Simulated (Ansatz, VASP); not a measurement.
**One calculation of F, two programs**

Contents of POSCAR:

```
F
1.0
    2.6504942700     -1.5173207700      0.0000000000
    2.6504942700      1.5173207700      0.0000000000
   -2.1034238900      0.0000000000      6.7261075100
F
4
Direct
    0.5044951306      0.5044951306      0.4008501092
    0.0853581610      0.0853581610      0.0986032604
    0.4955048707      0.4955048707      0.5991498893
    0.9080512766      0.9212324051      0.9013967396
```

File INCAR.step1:

```
PREC = Accurate ; ENCUT = 520
ISMEAR = 0 ; SIGMA = 0.01
LREAL = False ; LASPH = True
NELM = 80 ; NBANDS = 22
GGA = PE ; ALGO = Normal
EDIFF = 1E-4 ; LWAVE = True
LCHARG = False
```

INCAR.step2

```
PREC = Accurate ; ENCUT = 520
EDIFF = 1E-6 ; ISMEAR = 0
SIGMA = 0.01 ; LREAL = False
LASPH = True ; NELM = 80
ALGO = Normal ; ISIF = 2
LWAVE = False ; LCHARG = False
METAGGA = R2SCAN ; LMIXTAU = True
NBANDS = 22 ; ISTART = 1
```

File KPOINTS:

```
Automatic mesh
0
Gamma
  8 8 4
```

Input for Ansatz:

```yaml
crystal:
  lattice:
    - [2.65049427, -1.51732077, 0.0]
    - [2.65049427, 1.51732077, 0.0]
    - [-2.10342389, 0.0, 6.72610751]
  atoms:
    - { symbol: F, position: [0.5044951306458879, 0.5044951306458879, 0.40085010921866754] }
    - { symbol: F, position: [0.0853581610398128, 0.0853581610398128, 0.0986032603573415] }
    - { symbol: F, position: [0.4955048706506151, 0.4955048706506151, 0.5991498892945885] }
    - { symbol: F, position: [0.908051276611486, 0.9212324050817698, 0.9013967396426584] }
kpoints:
  mp_grid:
    grid: [8, 8, 4]
hamiltonian:
  xc: r2scan
scf:
  occupations:
    method: fixed
output:
  forces: true
```

Alike in both runs: task single point; functional r2SCAN; k mesh 8 × 8 × 4; no spin polarisation.

```csv
,VASP,Ansatz
version,VASP 6.6.1,Ansatz 0.2.0
potentials or method,"VASP PAW PBE potentials, release 64 (F)","plane waves, PAW"
plane-wave cutoff (eV),520,500
occupations,"gaussian, width 0.01 eV",fixed
valence electrons in the cell,28,28
```

|  | VASP | Ansatz | Ansatz less VASP |
| --- | --- | --- | --- |
| rms of the force components (eV/Å) | 0.026 | 0.288 | +0.2626 |

VASP's potentials were made for PBE, not for r2SCAN. Atom by atom the forces differ by 0.313 eV/Å (rms over components). One of these differences is far larger than is usual between the two programs; its cause wasn't traced.
